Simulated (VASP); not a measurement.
# C in VASP: a series of runs, part 2 of 3

VASP 6.6.1.

### 3 Single point, PBE

Input file INCAR:

```
  PREC = Accurate
  ENCUT = 520
  EDIFF = 1E-6
  ISMEAR = 0
  SIGMA = 0.1
  LREAL = False
  LASPH = True
  NELM = 80
  ALGO = Normal
  ISIF = 2
  LWAVE = False
  LCHARG = False
  GGA = PE
  NBANDS = 36
```

Input file KPOINTS:

```
Automatic mesh
0
Gamma
  4 4 2
```

Input file POSCAR:

```
C
1.0
    2.2738813661     -2.6900904992      0.0001723359
    2.2737685398      2.6899980280     -0.0000208496
    0.0002651253     -0.0002050347      6.0403049658
C
12
Direct
    0.2499835610      0.2499865297     -0.0000003235
    0.2500384693      0.2500053642      0.5000044815
    0.7499650956      0.7499817835      0.0000020866
    0.7500417983      0.7500002059      0.4999954174
    0.6037733160      0.3962603414      0.3528967898
    0.6037511975      0.3962318158      0.8529183347
    0.1036653780      0.8962374669      0.1471109509
    0.1037316307      0.8962547639      0.6471101024
    0.3961905634      0.6037506273      0.1470749654
    0.3962618655      0.6037749128      0.6470933731
    0.8963188602      0.1037790794      0.3528975802
    0.8962782645      0.1037371092      0.8528962414
```

Potentials or basis: VASP PAW PBE potentials, release 64 (C).

On the command line:

```
$ cat potpaw_PBE.64/C/POTCAR > POTCAR
$ mpirun -np 1 vasp_std > vasp.out
```

OUTCAR:

```text
PREC = Accurate
   ENCUT = 520
   EDIFF = 1E-6
   ISMEAR = 0
   LREAL = False
   LASPH = True
   NELM = 80
   ISIF = 2
   GGA = PE

 ion  position               nearest neighbor table
   1  0.250  0.250  1.000-   6 1.55   9 1.55  12 1.55   7 1.55
   2  0.250  0.250  0.500-   5 1.55  10 1.55   8 1.55  11 1.55
   3  0.750  0.750  0.000-   9 1.55   6 1.55   7 1.55  12 1.55
   4  0.750  0.750  0.500-   8 1.55   5 1.55  10 1.55  11 1.55
   5  0.604  0.396  0.353-   2 1.55   4 1.55  11 1.57   9 1.67
   6  0.604  0.396  0.853-   1 1.55   3 1.55  12 1.57  10 1.67
   7  0.104  0.896  0.147-   3 1.55   1 1.55   9 1.57  11 1.67
   8  0.104  0.896  0.647-   4 1.55   2 1.55  10 1.57  12 1.67
   9  0.396  0.604  0.147-   3 1.55   1 1.55   7 1.57   5 1.67
  10  0.396  0.604  0.647-   4 1.55   2 1.55   8 1.57   6 1.67
  11  0.896  0.104  0.353-   2 1.55   4 1.55   5 1.57   7 1.67
  12  0.896  0.104  0.853-   1 1.55   3 1.55   6 1.57   8 1.67

  LATTYP: Found a triclinic cell.
 ALAT       =     3.5222312195
 B/A-ratio  =     1.2911275910
[... 214 lines left out ...]
      5      -4.0821      2.00000
      6      -3.3618      2.00000
[... 769 lines left out ...]
     35      18.2157      0.00000
     36      18.2160      0.00000

------------------------ aborting loop because EDIFF is reached ----------------------------------------

  FORCE on cell =-STRESS in cart. coord.  units (eV):
  Direction    XX          YY          ZZ          XY          YZ          ZX
  --------------------------------------------------------------------------------------
  -------------------------------------------------------------------------------------
  Total        0.3532305      0.1637801      0.1975001      0.0003481      0.0067804     -0.0162205
  in kB        7.6588487      3.5511276      4.2822555      0.0075483      0.1470150     -0.3516986
  external PRESSURE =       5.1640773 kB  Pullay stress =       0.0000000 kB

 VOLUME and BASIS-vectors are now :
 -----------------------------------------------------------------------------
  energy-cutoff  :      520.00
  volume of cell :       73.89
      direct lattice vectors                 reciprocal lattice vectors
     2.273881366 -2.690090499  0.000172336     0.219890017 -0.185865937 -0.000015961
     2.273768540  2.689998028 -0.000020850     0.219897576  0.185875159 -0.000003342
     0.000265125 -0.000205035  6.040304966    -0.000005515  0.000005945  0.165554555

 POSITION                                       TOTAL-FORCE (eV/Angst)
 -----------------------------------------------------------------------------------
      1.13711     -0.00022      6.04034        -0.001214      0.000116     -0.000139
      1.13714     -0.00021      3.02022        -0.000576      0.001892     -0.000584
      3.41062     -0.00002      0.00013         0.002699      0.001155     -0.000281
      3.41097     -0.00028      3.02024        -0.001268      0.004276      0.000459
      2.27401     -0.55834      2.13170        -0.000256     -0.015062     -0.028806
      2.27402     -0.55846      5.15198         0.000594     -0.014237     -0.032441
      2.27360      2.13198      0.88859         0.005146     -0.015449      0.027586
      2.27392      2.13174      3.90874         0.002506     -0.015211      0.026747
      2.27372      0.55827      0.88843         0.001533      0.012665      0.033628
      2.27407      0.55804      3.90870        -0.001295      0.011677      0.030697
      2.27419     -2.13209      2.13176        -0.005585      0.013467     -0.028307
      2.27413     -2.13219      5.15191        -0.002284      0.014712     -0.028561
 -----------------------------------------------------------------------------------
    total drift:                               -0.000002      0.000000      0.000006

  FREE ENERGIE OF THE ION-ELECTRON SYSTEM (eV)
  ---------------------------------------------------
  free  energy   TOTEN  =       -99.3478931383 eV

  energy  without entropy=      -99.3478931383  energy(sigma->0) =      -99.34789314
```

Run time: 44 s. Hardware: 1 thread of Intel Xeon Platinum 8375C at 2.90GHz (Ice Lake), shared host; peak memory 0.19 GiB.

What came out:

```yaml
Free_energy: -99.3479 eV
Pressure: 0.5 GPa
Largest_force: 0.036 eV/Å
Band_gap_on_the_k_mesh: 1.14 eV
```

Forces in eV/Å, atoms in the order of the input:
```
C   -0.001  0.000  0.000
C   -0.001  0.002 -0.001
C    0.003  0.001  0.000
C   -0.001  0.004  0.000
C    0.000 -0.015 -0.029
C    0.001 -0.014 -0.032
C    0.005 -0.015  0.028
C    0.003 -0.015  0.027
C    0.002  0.013  0.034
C   -0.001  0.012  0.031
C   -0.006  0.013 -0.028
C   -0.002  0.015 -0.029
```

Stress tensor (GPa, compression positive):
```
 0.77  0.00 -0.04
 0.00  0.36  0.01
-0.04  0.01  0.43
```

Levels at points of the mesh, in eV from the valence-band top:
```tsv
k point	band 22	band 23	band 24	band 25	band 26	band 27
(0.00, 0.00, 0.00)	-4.68	-4.14	-2.49	1.86	2.56	2.72
(0.50, 0.00, 0.00)	-4.34	-2.87	-2.87	4.06	4.06	4.22
(0.00, 0.50, 0.00)	-4.34	-2.87	-2.87	4.06	4.06	4.22
(0.50, 0.50, 0.00)	-1.97	-1.82	0.00	1.14	3.51	3.60
(0.00, 0.00, 0.50)	-4.56	-3.84	-3.84	2.39	2.39	3.70
(0.50, 0.00, 0.50)	-3.68	-3.68	-3.68	3.87	3.88	3.88
(0.00, 0.50, 0.50)	-3.68	-3.68	-3.68	3.88	3.88	3.88
(0.50, 0.50, 0.50)	-2.35	-2.12	-2.12	4.27	4.27	4.80
```

Caveat: the k points lie up to 0.52 Å⁻¹ apart. A k mesh can miss the band edges.

### 4 Single point, PBE

This run uses another cell than the first one: it holds 6 atoms, not 12.

Input file INCAR:

```
SYSTEM = C
PREC = Accurate
ENCUT = 520
EDIFF = 1E-6
ISMEAR = 0
SIGMA = 0.02
LREAL = .False.
LASPH = .True.
NELM = 100
ALGO = Normal
ISIF = 2
LWAVE = .False.
LCHARG = .False.
GGA = PE
NBANDS = 21
```

Input file KPOINTS:

```
Automatic mesh
0
Gamma
  8 8 10
  0 0 0
```

Input file POSCAR:

```
C
1.0
    2.2740249575     -2.6906349877      0.0000000000
    2.2740249575      2.6906349877      0.0000000000
    0.0000000000      0.0000000000      3.0184037907
C
6
Direct
    0.2500000000      0.2500000000      0.0000000000
    0.7500000000      0.7500000000      0.0000000000
    0.6038119483      0.3961880517      0.7058667185
    0.1038119483      0.8961880517      0.2941332815
    0.3961880517      0.6038119483      0.2941332815
    0.8961880517      0.1038119483      0.7058667185
```

On the command line:

```
$ cat potpaw_PBE.64/C/POTCAR > POTCAR
$ mpirun -np 1 vasp_std > vasp.out
```

Wall time 60 s (1 thread of Intel Xeon Platinum 8375C at 2.90GHz (Ice Lake), shared host); peak memory 0.18 GiB.

It converged, with:

| Property | Result |
| --- | --- |
| Free energy | -49.6794 eV |
| Pressure | 0.5 GPa |
| Largest force | 0.031 eV/Å |
| Band gap on the k mesh | 1.15 eV (least direct gap 3.48 eV) |

Forces in eV/Å, atoms in the order of the input:
```
C    0.000  0.000  0.000
C    0.000  0.000  0.000
C    0.000 -0.015 -0.028
C    0.000 -0.015  0.028
C    0.000  0.015  0.028
C    0.000  0.015 -0.028
```

Stress tensor (GPa, compression positive):
```
0.75 0.00 0.00
0.00 0.42 0.00
0.00 0.00 0.47
```

Levels at points of the mesh, in eV from the valence-band top:
```tsv
k point	band 9	band 10	band 11	band 12	band 13	band 14	band 15	band 16
(0.00, 0.00, 0.00)	-5.58	-5.04	-5.02	-4.69	1.86	2.54	5.96	6.72
(0.50, 0.00, 0.00)	-6.64	-6.64	-2.89	-2.89	4.21	4.21	4.80	4.80
(0.50, 0.50, 0.00)	-6.22	-3.60	-3.33	-2.33	1.15	3.60	4.87	5.73
(0.00, 0.00, 0.50)	-6.56	-5.02	-4.15	-2.50	2.70	3.08	3.17	4.54
(0.50, 0.00, 0.50)	-5.03	-5.03	-4.35	-4.35	4.04	4.04	6.05	6.05
(0.50, 0.50, 0.50)	-2.44	-1.99	-1.84	0.00	3.49	5.56	7.07	7.40
```

A k mesh can miss the band edges.

### 5 Single point, PBE

This run uses another cell than the first one, of the same volume but with other edges.

Input file INCAR:

```
SYSTEM = C
ALGO     = Normal         ! electronic algorithm
EDIFF    = 1E-7           ! SCF threshold, eV
ENCUT    = 520            ! plane-wave cutoff, eV
GGA      = PE             ! functional
ISIF     = 2              ! what is computed and relaxed
ISMEAR   = 0              ! smearing method
LASPH    = .True.         ! aspherical terms in the spheres
LCHARG   = .True.         ! write CHGCAR
LELF     = .True.         ! ELF
LREAL    = .False.        ! projectors in reciprocal space
LVHAR    = .True.       
LWAVE    = .False.        ! write WAVECAR
NBANDS   = 36             ! bands
NELM     = 100            ! most SCF steps
PREC     = Accurate       ! precision mode
SIGMA    = 0.1            ! smearing width, eV
```

Input file KPOINTS:

```
k-points
0
Gamma
  4 6 4
  0 0 0
```

Input file POSCAR:

```
C
1.0
    4.5467682753      0.0000000000      0.0000000000
    0.0000000000      3.0186138646      0.0000000000
    0.0000000000      0.0000000000      5.3791390393
C
12
Direct
    0.2499818673      0.0000044055      0.0397919346
    0.7500181327      0.9999955945      0.5397919346
    0.7499818673      0.9999955945      0.0397919346
    0.2500181327      0.0000044055      0.5397919346
    1.0000102566      0.7057519486      0.6436061983
   -0.0000102566      0.2942480514      0.1436061983
    0.5000102566      0.2942480514      0.6436061983
    0.4999897434      0.7057519486      0.1436061983
    0.4999970054      0.2942118716      0.9359939272
    0.5000029946      0.7057881284      0.4359939272
    0.9999970054      0.7057881284      0.9359939272
    0.0000029946      0.2942118716      0.4359939272
```

Potentials or basis: VASP PAW PBE potentials, release 64 (C).

On the command line:

```
$ cat potpaw_PBE.64/C/POTCAR > POTCAR
$ mpirun -np 1 vasp_std > vasp.out
```

OUTCAR:

```text
SYSTEM = C
   EDIFF = 1E-7
   ENCUT = 520
   GGA = PE
   ISIF = 2
   ISMEAR = 0
   LASPH = .True.
   LREAL = .False.
   NELM = 100
   PREC = Accurate

 ion  position               nearest neighbor table
   1  0.250  0.000  0.040-  11 1.55   9 1.55   6 1.55   8 1.55
   2  0.750  1.000  0.540-  12 1.55  10 1.55   5 1.55   7 1.55
   3  0.750  1.000  0.040-   9 1.55  11 1.55   8 1.55   6 1.55
   4  0.250  0.000  0.540-  10 1.55  12 1.55   7 1.55   5 1.55
   5  0.000  0.706  0.644-   2 1.55   4 1.55  11 1.57  12 1.67
   6  1.000  0.294  0.144-   1 1.55   3 1.55  12 1.57  11 1.67
   7  0.500  0.294  0.644-   4 1.55   2 1.55   9 1.57  10 1.67
   8  0.500  0.706  0.144-   3 1.55   1 1.55  10 1.57   9 1.67
   9  0.500  0.294  0.936-   3 1.55   1 1.55   7 1.57   8 1.67
  10  0.500  0.706  0.436-   4 1.55   2 1.55   8 1.57   7 1.67
  11  1.000  0.706  0.936-   1 1.55   3 1.55   5 1.57   6 1.67
  12  0.000  0.294  0.436-   2 1.55   4 1.55   6 1.57   5 1.67

  LATTYP: Found a simple orthorhombic cell.
 ALAT       =     3.0186138646
 B/A-ratio  =     1.5062437527
 C/A-ratio  =     1.7819897743

  Lattice vectors:

 A1 = (   0.0000000000,  -3.0186138646,   0.0000000000)
 A2 = (   4.5467682753,   0.0000000000,   0.0000000000)
 A3 = (   0.0000000000,   0.0000000000,   5.3791390393)

Analysis of symmetry for initial positions (statically):
=====================================================================
 Subroutine PRICEL returns:
 Original cell was already a primitive cell.

 Routine SETGRP: Setting up the symmetry group for a
 simple orthorhombic supercell.

 Subroutine GETGRP returns: Found  4 space group operations
 (whereof  1 operations were pure point group operations)
 out of a pool of  8 trial point group operations.

The static configuration has the point symmetry C_1 .
 The point group associated with its full space group is C_2v.

Analysis of symmetry for dynamics (positions and initial velocities):
=====================================================================
 Subroutine PRICEL returns:
 Original cell was already a primitive cell.

 Routine SETGRP: Setting up the symmetry group for a
 simple orthorhombic supercell.

 Subroutine GETGRP returns: Found  4 space group operations
 (whereof  1 operations were pure point group operations)
 out of a pool of  8 trial point group operations.

The dynamic configuration has the point symmetry C_1 .
 The point group associated with its full space group is C_2v.

 Subroutine INISYM returns: Found  4 space group operations
 (whereof  1 operations are pure point group operations),
 and found     1 'primitive' translations

----------------------------------------------------------------------------------------

                                     Primitive cell

  volume of cell :      73.8283

  direct lattice vectors                    reciprocal lattice vectors
     4.546768275  0.000000000  0.000000000     0.219936434  0.000000000  0.000000000
     0.000000000  3.018613865  0.000000000     0.000000000  0.331277879  0.000000000
[... 87 lines left out ...]
   k-points           NKPTS =     36   k-points in BZ     NKDIM =     36   number of bands    NBANDS=     36
   number of dos      NEDOS =    301   number of ions     NIONS =     12
   total plane-waves  NPLWV =  34560
   dimension x,y,z NGX =    36 NGY =   24 NGZ =   40
   dimension x,y,z NGXF=    72 NGYF=   48 NGZF=   80
   ions per type =              12
   NGX,Y,Z   is equivalent  to a cutoff of  13.16, 13.22, 12.36 a.u.
   NGXF,Y,Z  is equivalent  to a cutoff of  26.33, 26.44, 24.72 a.u.
 SYSTEM =  C
   PREC   = accura    normal or accurate (medium, high low for compatibility)
   ISTART =      0    job   : 0-new  1-cont  2-samecut
   ICHARG =      2    charge: 1-file 2-atom 10-const
   ISPIN  =      1    spin polarized calculation?
   LNONCOLLINEAR =      F non collinear calculations
   LSORBIT =      F    spin-orbit coupling
   LASPH  =      T    aspherical Exc in radial PAW
   ENCUT  =  520.0 eV  38.22 Ry    6.18 a.u.   8.45  5.61 10.00*2*pi/ulx,y,z
   NELM   =    100;   NELMIN=  2; NELMDL= -5     # of ELM steps
   EDIFF  = 0.1E-06   stopping-criterion for ELM
   LREAL  =      F    real-space projection
   EDIFFG = 0.1E-05   stopping-criterion for IOM
   NSW    =      0    number of steps for IOM
   IBRION =     -1    ionic relax: 0-MD 1-quasi-New 2-CG
   NFREE  =      0    steps in history (QN), initial steepest desc. (CG)
   ISIF   =      2    stress and relaxation
   ISYM   =      2    0-nonsym 1-usesym 2-fastsym
   POTIM  = 0.5000    time-step for ionic-motion
   TEBEG  =    0.0;   TEEND  =   0.0 temperature during run
   PSTRESS=    0.0 pullay stress
   NELECT =      48.0000    total number of electrons
   NUPDOWN=      -1.0000    fix difference up-down
   EMIN   =  10.00;   EMAX   =-10.00  energy-range for DOS
   EFERMI =   0.00;   METHOD = LEGACY
   ISMEAR =     0;   SIGMA  =   0.10  broadening in eV -4-tet -1-fermi 0-gaus
   EFERMI_NEDOS =   21; number of points for ismear=-14 and -15
   IALGO  =     38    algorithm
   IMIX   =      4    mixing-type and parameters
     AMIX     =   0.40;   BMIX     =  1.00
     AMIX_MAG =   1.60;   BMIX_MAG =  1.00
  volume/ion in A,a.u.               =       6.15        41.52
  Fermi-wavevector in a.u.,A,eV,Ry     =   1.418233  2.680071 27.366545  2.011384
  Thomas-Fermi vector in A             =   2.539380
   LORBIT       =      0    0 simple, 1 ext, 2 COOP (PROOUT), +10 PAW based schemes
   GGA     = PE    functional components
   LHFCALC =     F    Hartree Fock is set to
   AEXX    =    0.0000 exact exchange contribution
   IVDW    =     0    specifies the selected vdW correction
   LEPSILON=     F    determine dielectric tensor
   LRPA    =     F    only Hartree local field effects (RPA)
 non-spin polarized calculation
 Gauss-broadening in eV      SIGMA  =   0.10
  energy-cutoff  :      520.00
  volume of cell :       73.83
 maximum number of plane-waves:      2006
 NGX is ok and might be reduce to    36

 number of electron      48.0000004 magnetization

 Free energy of the ion-electron system (eV)
  ---------------------------------------------------
  ext. energy  EPLUGINS =         0.00000000
  ---------------------------------------------------
  free energy    TOTEN  =       -99.35796034 eV

  energy without entropy =      -99.35796034  energy(sigma->0) =      -99.35796034

 E-fermi :  10.1858     XC(G=0): -12.7845

 val. band max:        9.7588633834   @ k =   0.0000   0.5000   0.0000
 cond. band min:      10.9058565661   @ k =   0.0000   0.0000   0.0000
 fundamental gap:      1.1469931828
 Fermi energy:        10.1858183300

 k-point     1 :       0.0000    0.0000    0.0000
  band No.  band energies     occupation
      1     -12.3914      2.00000
      2     -10.0334      2.00000
      3      -7.9577      2.00000
      4      -5.9315      2.00000
      5      -5.8058      2.00000
      6      -5.4882      2.00000
[... 925 lines left out ...]
     35      18.7072      0.00000
     36      18.7072      0.00000

 [... further k-points ...]

------------------------ aborting loop because EDIFF is reached ----------------------------------------

  FORCE on cell =-STRESS in cart. coord.  units (eV):
  Direction    XX          YY          ZZ          XY          YZ          ZX
  --------------------------------------------------------------------------------------
  -------------------------------------------------------------------------------------
  Total        0.4878246      0.1914423      0.3590490      0.0000000      0.0000000      0.0000000
  in kB       10.5864696      4.1545627      7.7918605      0.0000000      0.0000000      0.0000000
  external PRESSURE =       7.5109642 kB  Pullay stress =       0.0000000 kB

 VOLUME and BASIS-vectors are now :
 -----------------------------------------------------------------------------
  energy-cutoff  :      520.00
  volume of cell :       73.83
      direct lattice vectors                 reciprocal lattice vectors
     4.546768275  0.000000000  0.000000000     0.219936434  0.000000000  0.000000000
     0.000000000  3.018613865  0.000000000     0.000000000  0.331277879  0.000000000
     0.000000000  0.000000000  5.379139039     0.000000000  0.000000000  0.185903356

 POSITION                                       TOTAL-FORCE (eV/Angst)
 -----------------------------------------------------------------------------------
      1.13661      0.00001      0.21405         0.001893     -0.000319      0.001357
      3.41016      3.01860      2.90362        -0.001893      0.000319      0.001357
      3.40999      3.01860      0.21405         0.001893      0.000319      0.001357
      1.13677      0.00001      2.90362        -0.001893     -0.000319      0.001357
      0.00005      2.13039      3.46205         0.000117     -0.018458      0.009576
      4.54672      0.88822      0.77248        -0.000117      0.018458      0.009576
      2.27343      0.88822      3.46205         0.000117      0.018458      0.009576
      2.27334      2.13039      0.77248        -0.000117     -0.018458      0.009576
      2.27337      0.88811      5.03484        -0.001260      0.021615     -0.010933
      2.27340      2.13050      2.34527         0.001260     -0.021615     -0.010933
      4.54675      2.13050      5.03484        -0.001260     -0.021615     -0.010933
      0.00001      0.88811      2.34527         0.001260      0.021615     -0.010933
 -----------------------------------------------------------------------------------
    total drift:                               -0.000000      0.000000     -0.000103

  FREE ENERGIE OF THE ION-ELECTRON SYSTEM (eV)
  ---------------------------------------------------
  free  energy   TOTEN  =       -99.3579603411 eV

  energy  without entropy=      -99.3579603411  energy(sigma->0) =      -99.35796034
```

It took 58 s on 1 thread of Intel Xeon Platinum 8375C at 2.90GHz (Ice Lake), shared host; peak memory 0.2 GiB.

Results:

```yaml
Free_energy: -99.3580 eV
Pressure: 0.8 GPa
Largest_force: 0.024 eV/Å
Band_gap_on_the_k_mesh: 1.15 eV
```

Forces in eV/Å, atoms in the order of the input:
```
C    0.002  0.000  0.001
C   -0.002  0.000  0.001
C    0.002  0.000  0.001
C   -0.002  0.000  0.001
C    0.000 -0.018  0.010
C    0.000  0.018  0.010
C    0.000  0.018  0.010
C    0.000 -0.018  0.010
C   -0.001  0.022 -0.011
C    0.001 -0.022 -0.011
C   -0.001 -0.022 -0.011
C    0.001  0.022 -0.011
```

Stress tensor (GPa, compression positive):
```
1.06 0.00 0.00
0.00 0.42 0.00
0.00 0.00 0.78
```

Levels at points of the mesh, in eV from the valence-band top:
```tsv
k point	band 22	band 23	band 24	band 25	band 26	band 27
(0.00, 0.00, 0.00)	-3.60	-3.32	-2.32	1.15	1.86	2.55
(0.50, 0.00, 0.00)	-3.92	-3.86	-3.86	2.04	2.04	4.88
(0.00, 0.50, 0.00)	-1.98	-1.83	0.00	2.71	3.09	3.17
(0.50, 0.50, 0.00)	-3.25	-2.61	-2.61	2.20	2.20	3.71
(0.00, 0.00, 0.50)	-3.87	-2.54	-2.54	1.56	1.56	4.52
(0.50, 0.00, 0.50)	-2.88	-2.88	-2.88	4.22	4.22	4.22
(0.00, 0.50, 0.50)	-3.48	-2.57	-2.57	3.35	3.35	5.06
(0.50, 0.50, 0.50)	-4.35	-4.35	-4.35	4.05	4.05	4.05
```

(Part 2 of 3 ends here.)
